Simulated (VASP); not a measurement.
Write the native input for VASP 6.6.1 that does the following.

```yaml
Task: relaxation of cell and atoms
Functional: PBEsol
Potentials_or_basis: VASP PAW PBE potentials, release 64 (Rb_sv, Br)
Cutoff: 600 eV
k_mesh: 6 × 6 × 6
Occupations: fermi-dirac, width 0.02 eV
Spin: no spin polarisation
Dipole_correction: no
Further_INCAR_settings: ALGO = Normal; EDIFF = 1e-06; IBRION = 2; EDIFFG = -0.005; NSW = 80; ISIF = 3
```

The structure of RbBr lies in POSCAR:

```
RbBr
1.0
    4.1966225238      0.0000000000      0.0000000000
    0.0000000000      4.1966225238      0.0000000000
    0.0000000000      0.0000000000      4.1966225238
Rb Br
1 1
Direct
    0.0000000000      0.0000000000      0.0000000000
    0.5000000000      0.5000000000      0.5000000000
```

One way to write it, as run:

INCAR

```
PREC = Accurate
ENCUT = 600
EDIFF = 1E-6
ISMEAR = -1
SIGMA = 0.02
LREAL = False
LASPH = True
NELM = 60
ALGO = Normal
ISIF = 3
LWAVE = False
LCHARG = False
GGA = PS
IBRION = 2
NSW = 80
EDIFFG = -0.005
```

KPOINTS

```
regular mesh
0
Gamma
  6 6 6
```

Potentials or basis: VASP PAW PBE potentials, release 64 (Rb_sv, Br).

Command:

```sh
$ cat potpaw_PBE.64/Rb_sv/POTCAR potpaw_PBE.64/Br/POTCAR > POTCAR
$ mpirun -np 1 vasp_std > vasp.out
```

Results of the run:

| Property | Result |
| --- | --- |
| Relaxed volume | 33.88 Å³/atom |
| Relaxed cell | a = 4.077 Å, b = 4.077 Å, c = 4.077 Å, α = 90.00°, β = 90.00°, γ = 90.00° |
| Space group after relaxing (to 0.05 Å) | Pm-3m (No. 221) |
| Energy gained by relaxing | 12.4 meV/atom |
| Ionic steps | 4 |
| Pressure after relaxing | 0.0 GPa |
| Band gap on the k mesh | 4.02 eV, indirect (least direct gap 4.18 eV) |

Caveat: the PAW data sets were made with another functional, which shifts forces and pressure a little.

It took 34 s on 1 thread of AMD EPYC 9R45 96-Core Processor (Zen 5) (shared host), peak memory 0.19 GiB.
